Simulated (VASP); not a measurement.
Input of a VASP 6.6.1 run:

INCAR

```
SYSTEM = HfN
ALGO = Normal ; EDIFF = 1E-6
ENCUT = 600 ; GGA_COMPAT = .FALSE.
ISIF = 2 ; ISMEAR = 0
LASPH = .TRUE. ; LCHARG = .FALSE.
LREAL = .FALSE. ; LWAVE = .FALSE.
NBANDS = 14 ; NELM = 120
PREC = Accurate ; SIGMA = 0.1
```

The input KPOINTS:

```
k-points
0
G
  6 6 6
  0 0 0
```

The input POSCAR:

```
HfN
1.0
    0.0000000000      2.4548220000      2.4548220000
    2.4548220000      0.0000000000      2.4548220000
    2.4548220000      2.4548220000      0.0000000000
Hf N
1 1
Direct
    0.0000000000      0.0000000000      0.0000000000
    0.7500000000      0.7500000000      0.7500000000
```

Potentials or basis: VASP PAW LDA potentials, release 64 (Hf_pv, N).

The run is started by

```sh
$ cat potpaw_LDA.64/Hf_pv/POTCAR potpaw_LDA.64/N/POTCAR > POTCAR
$ mpirun -np 1 vasp_std > vasp.out
```

(1) Estimate the pressure.

## Answers

(1) -10.1 GPa.

Caveat: the k points lie up to 0.37 Å⁻¹ apart.
